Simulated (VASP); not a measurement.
# SnTe in VASP: notebook

The runs below take SnTe through single point, with PBE, r2SCAN, HSE06.

Everything below comes from runs of VASP 6.6.1. Logs are shortened: lines on timing, memory, paths and dates and some standing lists are left out, and cuts for length are marked.

## 1. The cell of the first run

It takes space group F-43m (No. 216, cubic). Conventional cell: a = 7.086 Å, b = 7.086 Å, c = 7.086 Å, α = 90.00°, β = 90.00°, γ = 90.00°. Within 4.0 Å of Sn (site symmetry -43m) lie 4 Te at 3.07 Å. Te (site symmetry -43m) has 4 Sn at 3.07 Å within 4.0 Å.

## 2. Single point, PBE (strain -1.1%)

INCAR

```
PREC = Accurate
ENCUT = 520
EDIFF = 1E-6
ISMEAR = -1
SIGMA = 0.02
LREAL = F
LASPH = T
NELM = 80
ALGO = Normal
ISIF = 2
LWAVE = F
LCHARG = F
GGA = PE
NBANDS = 17
```

KPOINTS

```
Automatic mesh
0
Gamma
  6 6 6
```

POSCAR

```
SnTe
1.0
    0.0000000000      3.5431265900      3.5431265900
    3.5431265900      0.0000000000      3.5431265900
    3.5431265900      3.5431265900      0.0000000000
Sn Te
1 1
Direct
    0.0000000000      0.0000000000      0.0000000000
    0.2500000000      0.2500000000      0.2500000000
```

Potentials or basis: VASP PAW PBE potentials, release 64 (Sn_d, Te).

Launch:

```bash
$ cat potpaw_PBE.64/Sn_d/POTCAR potpaw_PBE.64/Te/POTCAR > POTCAR
$ mpirun -np 1 vasp_std > vasp.out
```

OUTCAR:

```text
PREC = Accurate
   ENCUT = 520
   EDIFF = 1E-6
   ISMEAR = -1
   LREAL = F
   LASPH = T
   NELM = 80
   ISIF = 2
   GGA = PE

 ion  position               nearest neighbor table
   1  0.000  0.000  0.000-   2 3.07   2 3.07   2 3.07   2 3.07
   2  0.250  0.250  0.250-   1 3.07   1 3.07   1 3.07   1 3.07

  LATTYP: Found a face centered cubic cell.
 ALAT       =     7.0862531800

  Lattice vectors:

 A1 = (   0.0000000000,   3.5431265900,   3.5431265900)
 A2 = (   3.5431265900,   0.0000000000,   3.5431265900)
 A3 = (   3.5431265900,   3.5431265900,   0.0000000000)

Analysis of symmetry for initial positions (statically):
=====================================================================
 Subroutine PRICEL returns:
 Original cell was already a primitive cell.

 Routine SETGRP: Setting up the symmetry group for a
 face centered cubic supercell.

 Subroutine GETGRP returns: Found 24 space group operations
 (whereof 24 operations were pure point group operations)
 out of a pool of 48 trial point group operations.

The static configuration has the point symmetry T_d .

Analysis of symmetry for dynamics (positions and initial velocities):
=====================================================================
 Subroutine PRICEL returns:
 Original cell was already a primitive cell.

 Routine SETGRP: Setting up the symmetry group for a
 face centered cubic supercell.

 Subroutine GETGRP returns: Found 24 space group operations
 (whereof 24 operations were pure point group operations)
 out of a pool of 48 trial point group operations.

The dynamic configuration has the point symmetry T_d .

 Subroutine INISYM returns: Found 24 space group operations
 (whereof 24 operations are pure point group operations),
 and found     1 'primitive' translations

----------------------------------------------------------------------------------------

                                     Primitive cell

  volume of cell :      88.9590

  direct lattice vectors                    reciprocal lattice vectors
     0.000000000  3.543126590  3.543126590    -0.141118300  0.141118300  0.141118300
     3.543126590  0.000000000  3.543126590     0.141118300 -0.141118300  0.141118300
     3.543126590  3.543126590  0.000000000     0.141118300  0.141118300 -0.141118300

  length of vectors
     5.010737677  5.010737677  5.010737677     0.244424065  0.244424065  0.244424065
[... 68 lines left out ...]
   LSORBIT =      F    spin-orbit coupling
   LASPH  =      T    aspherical Exc in radial PAW
   ENCUT  =  520.0 eV  38.22 Ry    6.18 a.u.   9.32  9.32  9.32*2*pi/ulx,y,z
   NELM   =     80;   NELMIN=  2; NELMDL= -5     # of ELM steps
   EDIFF  = 0.1E-05   stopping-criterion for ELM
   LREAL  =      F    real-space projection
   EDIFFG = 0.1E-04   stopping-criterion for IOM
   NSW    =      0    number of steps for IOM
   IBRION =     -1    ionic relax: 0-MD 1-quasi-New 2-CG
   NFREE  =      0    steps in history (QN), initial steepest desc. (CG)
   ISIF   =      2    stress and relaxation
   ISYM   =      2    0-nonsym 1-usesym 2-fastsym
   POTIM  = 0.5000    time-step for ionic-motion
   TEBEG  =    0.0;   TEEND  =   0.0 temperature during run
   PSTRESS=    0.0 pullay stress
   NELECT =      20.0000    total number of electrons
   NUPDOWN=      -1.0000    fix difference up-down
   EMIN   =  10.00;   EMAX   =-10.00  energy-range for DOS
   EFERMI =   0.00;   METHOD = LEGACY
   ISMEAR =    -1;   SIGMA  =   0.02  broadening in eV -4-tet -1-fermi 0-gaus
   EFERMI_NEDOS =   21; number of points for ismear=-14 and -15
   IALGO  =     38    algorithm
   IMIX   =      4    mixing-type and parameters
     AMIX     =   0.40;   BMIX     =  1.00
     AMIX_MAG =   1.60;   BMIX_MAG =  1.00
  volume/ion in A,a.u.               =      44.48       300.16
  Fermi-wavevector in a.u.,A,eV,Ry     =   0.995455  1.881137 13.482422  0.990930
  Thomas-Fermi vector in A             =   2.127476
   LORBIT       =      0    0 simple, 1 ext, 2 COOP (PROOUT), +10 PAW based schemes
   GGA     = PE    functional components
   LHFCALC =     F    Hartree Fock is set to
   AEXX    =    0.0000 exact exchange contribution
   IVDW    =     0    specifies the selected vdW correction
   LEPSILON=     F    determine dielectric tensor
   LRPA    =     F    only Hartree local field effects (RPA)
 non-spin polarized calculation
  energy-cutoff  :      520.00
  volume of cell :       88.96
 maximum number of plane-waves:      2421
 NGX is ok and might be reduce to    40
   NGX = 19   NGY = 19   NGZ = 19

 number of electron      20.0000002 magnetization

 Free energy of the ion-electron system (eV)
  ---------------------------------------------------
  ext. energy  EPLUGINS =         0.00000000
  ---------------------------------------------------
  free energy    TOTEN  =        -7.04072989 eV

  energy without entropy =       -7.04041241  energy(sigma->0) =       -7.04057115

 E-fermi :   3.6505     XC(G=0):  -7.6764

 val. band max:        3.5682733008   @ k =  -0.3333   0.5000   0.1667
 cond. band min:       3.7039529034   @ k =   0.5000   0.5000   0.0000
 fundamental gap:      0.1356796027
 Fermi energy:         3.6504569960

 k-point     1 :       0.0000    0.0000    0.0000
  band No.  band energies     occupation
      1     -18.1274      2.00000
      2     -18.1274      2.00000
      3     -18.1274      2.00000
      4     -18.1150      2.00000
      5     -18.1150      2.00000
      6      -8.1453      2.00000
[... 297 lines left out ...]
      4     -18.1156      2.00000
      5     -18.1143      2.00000
      6      -7.2744      2.00000
[... 9 lines left out ...]
     16      11.6422      0.00000
     17      11.7081      0.00000

------------------------ aborting loop because EDIFF is reached ----------------------------------------

  FORCE on cell =-STRESS in cart. coord.  units (eV):
  Direction    XX          YY          ZZ          XY          YZ          ZX
  --------------------------------------------------------------------------------------
  -------------------------------------------------------------------------------------
  Total        0.8355066      0.8355066      0.8355066     -0.0000000      0.0000000      0.0000000
  in kB       15.0477121     15.0477121     15.0477121     -0.0000000      0.0000000      0.0000000
  external PRESSURE =      15.0477121 kB  Pullay stress =       0.0000000 kB

 VOLUME and BASIS-vectors are now :
 -----------------------------------------------------------------------------
  energy-cutoff  :      520.00
  volume of cell :       88.96
      direct lattice vectors                 reciprocal lattice vectors
     0.000000000  3.543126590  3.543126590    -0.141118300  0.141118300  0.141118300
     3.543126590  0.000000000  3.543126590     0.141118300 -0.141118300  0.141118300
     3.543126590  3.543126590  0.000000000     0.141118300  0.141118300 -0.141118300

 POSITION                                       TOTAL-FORCE (eV/Angst)
 -----------------------------------------------------------------------------------
      0.00000      0.00000      0.00000        -0.000000      0.000000      0.000000
      1.77156      1.77156      1.77156         0.000000     -0.000000     -0.000000
 -----------------------------------------------------------------------------------
    total drift:                               -0.000000     -0.000000     -0.000000

  FREE ENERGIE OF THE ION-ELECTRON SYSTEM (eV)
  ---------------------------------------------------
  free  energy   TOTEN  =        -7.0407298921 eV

  energy  without entropy=       -7.0404124103  energy(sigma->0) =       -7.04057115
```

stdout:

```text
POSCAR found type information on POSCAR SnTe
 POSCAR found :  2 types and       2 ions
 scaLAPACK will be used
 LDA part: xc-table for (Slater+PW92), standard interpolation
 POSCAR, INCAR and KPOINTS ok, starting setup
 FFT: planning ... GRIDC
 FFT: planning ... GRID_SOFT
 FFT: planning ... GRID
 WAVECAR not read
 entering main loop
```

It took 23 s on 1 thread of AMD EPYC 7R13 (Zen 3), shared host; peak memory 0.2 GiB.

What came out:

- Free energy: -7.0407 eV
- Pressure: 1.5 GPa
- Band gap on the k mesh: 0.14 eV (least direct gap 0.73 eV)

Levels at points of the mesh, in eV from the valence-band top:
| k point | band 7 | band 8 | band 9 | band 10 | band 11 | band 12 | band 13 | band 14 |
| --- | --- | --- | --- | --- | --- | --- | --- | --- |
| (0.00, 0.00, 0.00) | -4.90 | -1.95 | -1.95 | -1.95 | 1.08 | 1.08 | 1.08 | 4.23 |
| (0.50, 0.00, 0.00) | -7.04 | -2.53 | -2.53 | -1.99 | 1.92 | 1.92 | 3.75 | 5.77 |
| (0.50, 0.50, 0.00) | -7.43 | -3.23 | -3.23 | -0.59 | 0.14 | 4.22 | 4.22 | 5.62 |

Caveat: the cell differs from its parent crystal (strain -1.1%); spin-orbit coupling is left out, which moves the levels of the heavy elements.

## 3. Single point, r2SCAN (strain -1.1%)

POSCAR is that of step 2.

INCAR.step1

```
  PREC = Accurate
  ENCUT = 520
  ISMEAR = -1
  SIGMA = 0.02
  LREAL = F
  LASPH = T
  NELM = 60
  NBANDS = 17
  GGA = PE
  ALGO = Normal
  EDIFF = 1E-4
  LWAVE = T
  LCHARG = F
```

INCAR.step2

```
  PREC = Accurate
  ENCUT = 520
  EDIFF = 1E-7
  ISMEAR = -1
  SIGMA = 0.02
  LREAL = F
  LASPH = T
  NELM = 60
  ALGO = Normal
  ISIF = 2
  LWAVE = F
  LCHARG = F
  METAGGA = R2SCAN
  LMIXTAU = T
  NBANDS = 17
  ISTART = 1
```

KPOINTS is that of step 2.

Potentials or basis: VASP PAW PBE potentials, release 64 (Sn_d, Te).

Launch:

```bash
$ cat potpaw_PBE.64/Sn_d/POTCAR potpaw_PBE.64/Te/POTCAR > POTCAR
$ cp INCAR.step1 INCAR
$ mpirun -np 1 vasp_std > vasp.out
$ cp INCAR.step2 INCAR
$ mpirun -np 1 vasp_std > vasp.out
```

OUTCAR:

```text
PREC = Accurate
   ENCUT = 520
   EDIFF = 1E-7
   ISMEAR = -1
   LREAL = F
   LASPH = T
   NELM = 60
   ISIF = 2
   METAGGA = R2SCAN
   ISTART = 1

 ion  position               nearest neighbor table
   1  0.000  0.000  0.000-   2 3.07   2 3.07   2 3.07   2 3.07
   2  0.250  0.250  0.250-   1 3.07   1 3.07   1 3.07   1 3.07

  LATTYP: Found a face centered cubic cell.
 ALAT       =     7.0862531800

  Lattice vectors:

 A1 = (   0.0000000000,   3.5431265900,   3.5431265900)
 A2 = (   3.5431265900,   0.0000000000,   3.5431265900)
 A3 = (   3.5431265900,   3.5431265900,   0.0000000000)

Analysis of symmetry for initial positions (statically):
=====================================================================
 Subroutine PRICEL returns:
 Original cell was already a primitive cell.

 Routine SETGRP: Setting up the symmetry group for a
 face centered cubic supercell.

 Subroutine GETGRP returns: Found 24 space group operations
 (whereof 24 operations were pure point group operations)
 out of a pool of 48 trial point group operations.

The static configuration has the point symmetry T_d .

Analysis of symmetry for dynamics (positions and initial velocities):
[... 147 lines left out ...]

  energy without entropy =      -50.05700734  energy(sigma->0) =      -50.05705057

 E-fermi :   3.5875     XC(G=0):  -8.1939

 val. band max:        3.4727815530   @ k =  -0.3333   0.5000   0.1667
 cond. band min:       3.6743436259   @ k =   0.5000   0.5000   0.0000
 fundamental gap:      0.2015620729
 Fermi energy:         3.5875104351

 k-point     1 :       0.0000    0.0000    0.0000
  band No.  band energies     occupation
      1     -18.9536      2.00000
      2     -18.9536      2.00000
      3     -18.9536      2.00000
      4     -18.9361      2.00000
      5     -18.9361      2.00000
      6      -8.7795      2.00000
[... 297 lines left out ...]
      4     -18.9369      2.00000
      5     -18.9353      2.00000
      6      -7.8359      2.00000
[... 9 lines left out ...]
     16      11.9349      0.00000
     17      12.0519      0.00000

------------------------ aborting loop because EDIFF is reached ----------------------------------------

  FORCE on cell =-STRESS in cart. coord.  units (eV):
  Direction    XX          YY          ZZ          XY          YZ          ZX
  --------------------------------------------------------------------------------------
  -------------------------------------------------------------------------------------
  Total        0.5520027      0.5520027      0.5520027     -0.0000000      0.0000000      0.0000000
  in kB        9.9417260      9.9417260      9.9417260     -0.0000000      0.0000000      0.0000000
  external PRESSURE =       9.9417260 kB  Pullay stress =       0.0000000 kB

 VOLUME and BASIS-vectors are now :
 -----------------------------------------------------------------------------
  energy-cutoff  :      520.00
  volume of cell :       88.96
      direct lattice vectors                 reciprocal lattice vectors
     0.000000000  3.543126590  3.543126590    -0.141118300  0.141118300  0.141118300
     3.543126590  0.000000000  3.543126590     0.141118300 -0.141118300  0.141118300
     3.543126590  3.543126590  0.000000000     0.141118300  0.141118300 -0.141118300

 POSITION                                       TOTAL-FORCE (eV/Angst)
 -----------------------------------------------------------------------------------
      0.00000      0.00000      0.00000         0.000000      0.000000      0.000000
      1.77156      1.77156      1.77156        -0.000000     -0.000000     -0.000000
 -----------------------------------------------------------------------------------
    total drift:                                0.000002      0.000002      0.000002

  FREE ENERGIE OF THE ION-ELECTRON SYSTEM (eV)
  ---------------------------------------------------
  free  energy   TOTEN  =       -50.0570937980 eV

  energy  without entropy=      -50.0570073432  energy(sigma->0) =      -50.05705057
```

Run time: 1.7 min. Hardware: 1 thread of AMD EPYC 7R13 (Zen 3), shared host; peak memory 0.23 GiB.

Results:

```
Free energy            : -50.0571 eV
Pressure               : 1.0 GPa
Band gap on the k mesh : 0.20 eV (least direct gap 0.82 eV)
```

Caveat: the cell differs from its parent crystal (strain -1.1%); the PAW data sets were made with another functional, which shifts forces and pressure a little; spin-orbit coupling is left out, which moves the levels of the heavy elements. A k mesh can miss the band edges.

## 4. Single point, PBE (shear xy strain -0.5%)

INCAR

```
PREC = Accurate
ENCUT = 520
EDIFF = 1E-6
ISMEAR = -1
SIGMA = 0.02
LREAL = False
LASPH = True
NELM = 60
ALGO = Normal
ISIF = 2
LWAVE = False
LCHARG = False
GGA = PE
NBANDS = 17
```

KPOINTS

```
regular mesh
0
Gamma
  6 6 6
```

POSCAR

```
SnTe
1.0
   -0.0084223624      3.5839840077      3.5839840077
    3.5839840077     -0.0084223624      3.5839840077
    3.5755616453      3.5755616453      0.0000000000
Sn Te
1 1
Direct
   -0.0004083112     -0.0004083112      0.0004083112
    0.2504083112      0.2504083112      0.2495916888
```

Launch:

```bash
$ cat potpaw_PBE.64/Sn_d/POTCAR potpaw_PBE.64/Te/POTCAR > POTCAR
$ mpirun -np 1 vasp_std > vasp.out
```

Run time: 48 s. Hardware: 1 thread of AMD EPYC 7R13 (Zen 3), shared host; peak memory 0.24 GiB.

It converged, with:

* Free energy: -7.0609 eV
* Pressure: 0.5 GPa
* Largest force: 0.004 eV/Å
* Band gap on the k mesh: 0.22 eV (least direct gap 0.77 eV)

Forces on the atoms (eV/Å):
```
Sn   0.000  0.000 -0.004
Te   0.000  0.000  0.004
```

Levels at points of the mesh, in eV from the valence-band top:
```tsv
k point	band 8	band 9	band 10	band 11	band 12	band 13
(0.00, 0.00, 0.00)	-1.85	-1.84	-1.84	1.13	1.13	1.14
(0.50, 0.00, 0.00)	-2.39	-2.38	-1.91	1.95	1.95	3.63
(0.50, 0.50, 0.00)	-3.08	-3.06	-0.55	0.22	4.10	4.12
(0.00, 0.00, 0.50)	-2.40	-2.39	-1.94	1.95	1.95	3.64
(0.50, 0.00, 0.50)	-3.07	-3.07	-0.55	0.22	4.11	4.11
```

Caveat: the cell differs from its parent crystal (shear xy strain -0.5%); spin-orbit coupling is left out, which moves the levels of the heavy elements.

## 5. Single point, HSE06 (strain -1.1%)

POSCAR

```
SnTe
1.0
    0.0000000000      3.5431265900      3.5431265900
    3.5431265900      0.0000000000      3.5431265900
    3.5431265900      3.5431265900      0.0000000000
Sn Te
1 1
Direct
    0.0000000000      0.0000000000      0.0000000000
    0.2500000000      0.2500000000      0.2500000000
```

INCAR.step1

```
SYSTEM = SnTe
PREC     = Accurate       ! precision mode
ENCUT    = 520            ! plane-wave cutoff, eV
EDIFF    = 1E-5           ! SCF threshold, eV
ISMEAR   = -1             ! smearing method
SIGMA    = 0.02           ! smearing width, eV
LREAL    = .FALSE.        ! projectors in reciprocal space
LASPH    = .TRUE.         ! aspherical terms in the spheres
NELM     = 60             ! most SCF steps
ALGO     = Normal         ! electronic algorithm
ISIF     = 2              ! what is computed and relaxed
LWAVE    = .TRUE.         ! write WAVECAR
LCHARG   = .FALSE.        ! write CHGCAR
NBANDS   = 17             ! bands
GGA      = PE             ! functional
```

INCAR.step2

```
SYSTEM = SnTe
PREC     = Accurate       ! precision mode
ENCUT    = 520            ! plane-wave cutoff, eV
EDIFF    = 1E-7           ! SCF threshold, eV
ISMEAR   = -1             ! smearing method
SIGMA    = 0.02           ! smearing width, eV
LREAL    = .FALSE.        ! projectors in reciprocal space
LASPH    = .TRUE.         ! aspherical terms in the spheres
NELM     = 60             ! most SCF steps
ALGO     = Normal         ! electronic algorithm
ISIF     = 2              ! what is computed and relaxed
LWAVE    = .FALSE.        ! write WAVECAR
LCHARG   = .FALSE.        ! write CHGCAR
GGA      = PE             ! functional
LHFCALC  = .TRUE.         ! exact exchange
HFSCREEN = 0.2079         ! screening, 1/A
PRECFOCK = Normal       
NBANDS   = 17             ! bands
ISTART   = 1
```

KPOINTS

```
Automatic mesh
0
G
  4 4 4
  0 0 0
```

Launch:

```bash
$ cat potpaw_PBE.64/Sn_d/POTCAR potpaw_PBE.64/Te/POTCAR > POTCAR
$ cp INCAR.step1 INCAR
$ mpirun -np 1 vasp_std > vasp.out
$ cp INCAR.step2 INCAR
$ mpirun -np 1 vasp_std > vasp.out
```

Run time: 19 min. Hardware: 1 thread of AMD EPYC 7R13 (Zen 3), shared host; peak memory 0.32 GiB.

Results (log left out):

```
Free energy            : -8.4405 eV
Pressure               : 0.8 GPa
Band gap on the k mesh : 0.16 eV (least direct gap 1.07 eV)
```

Levels at points of the mesh, in eV from the valence-band top:
| k point | band 6 | band 7 | band 8 | band 9 | band 10 | band 11 | band 12 | band 13 | band 14 | band 15 |
| --- | --- | --- | --- | --- | --- | --- | --- | --- | --- | --- |
| (0.00, 0.00, 0.00) | -13.21 | -5.55 | -2.52 | -2.52 | -2.52 | 1.20 | 1.20 | 1.20 | 4.39 | 6.90 |
| (0.50, 0.00, 0.00) | -12.51 | -8.05 | -3.14 | -3.14 | -2.40 | 2.09 | 2.09 | 4.07 | 5.99 | 6.91 |
| (0.50, 0.50, 0.00) | -12.22 | -8.49 | -3.92 | -3.92 | -0.90 | 0.16 | 4.64 | 4.64 | 5.92 | 7.04 |

Caveat: the cell differs from its parent crystal (strain -1.1%); the PAW data sets were made with another functional, which shifts forces and pressure a little; spin-orbit coupling is left out, which moves the levels of the heavy elements. A k mesh can miss the band edges.

## 6. The runs side by side

| level | cell | k mesh | grid for exact exchange (PRECFOCK) | share of exact exchange | screening parameter | gap on the mesh (eV) | pressure (GPa) |
| --- | --- | --- | --- | --- | --- | --- | --- |
| PBE | a = 5.011 Å, angles 60.0°, 2 atoms | 6 × 6 × 6 | - | - | - | 0.14 | 1.5 |
| r2SCAN | a = 5.011 Å, angles 60.0°, 2 atoms | 6 × 6 × 6 | - | - | - | 0.20 | 1.0 |
| PBE | a = 5.069, b = 5.069, c = 5.057 Å, angles 60.1, 60.1, 60.2°, 2 atoms | 6 × 6 × 6 | - | - | - | 0.22 | 0.5 |
| HSE06 | a = 5.011 Å, angles 60.0°, 2 atoms | 4 × 4 × 4 | Normal | 0.25 | 0.2079 1/Å | 0.16 | 0.8 |

Alike in all rows: task single point; potentials or basis VASP PAW PBE potentials, release 64 (Sn_d, Te); no spin polarisation; cutoff (eV) 520; smearing fermi-dirac 0.02 eV.

Caveats: spin-orbit coupling is left out, which moves the levels of the heavy elements; the PAW data sets were made with another functional, which shifts forces and pressure a little (at least some runs).

Total energies depend on the potentials used, so only differences within one code and one set of settings carry meaning.
